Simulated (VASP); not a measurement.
Here is a VASP 6.6.1 calculation.

The input INCAR:

```
SYSTEM = Zn4H
ALGO = Normal
EDIFF = 1E-7
EDIFFG = -0.04
ENCUT = 600
GGA = PE
IBRION = 2
ISIF = 3
ISMEAR = 0
LASPH = .TRUE.
LCHARG = .FALSE.
LREAL = .FALSE.
LWAVE = .FALSE.
NELM = 100
NSW = 90
PREC = Accurate
SIGMA = 0.1
```

File KPOINTS:

```
k-points
0
G
  4 4 4
  0 0 0
```

The input POSCAR:

```
Zn4H
1.0
    4.8992991300      0.0000000000      0.0000000000
    0.0000000000      4.8992991300      0.0000000000
    0.0000000000      0.0000000000      4.8992991300
Zn H
4 1
Direct
    0.2500000000      0.2500000000      0.2500000000
    0.7500000000      0.7500000000      0.2500000000
    0.7500000000      0.2500000000      0.7500000000
    0.2500000000      0.7500000000      0.7500000000
    0.0000000000      0.0000000000      0.0000000000
```

Potentials or basis: VASP PAW PBE potentials, release 64 (Zn, H).

Command:

```bash
$ cat potpaw_PBE.64/Zn/POTCAR potpaw_PBE.64/H/POTCAR > POTCAR
$ mpirun -np 1 vasp_std > vasp.out
```

Question: Estimate the space group after relaxing (to 0.05 Å).

Answer: P-43m (No. 215).

Question: Estimate the relaxed cell.

Answer: a = 4.042 Å, b = 4.042 Å, c = 4.042 Å, α = 90.00°, β = 90.00°, γ = 90.00°.

Question: Estimate the relaxed volume.

Answer: 13.21 Å³/atom.

Final structure:
```xyz
5
Lattice="4.0424 0.0000 0.0000 0.0000 4.0424 0.0000 0.0000 0.0000 4.0424" Properties=species:S:1:pos:R:3 pbc="T T T"
Zn    1.0655    1.0655    1.0655
Zn    2.9769    2.9769    1.0655
Zn    2.9769    1.0655    2.9769
Zn    1.0655    2.9769    2.9769
H     0.0000    0.0000    0.0000
```

Caveat: the volume moved by over 15 % at a fixed basis, so the end points are rough.
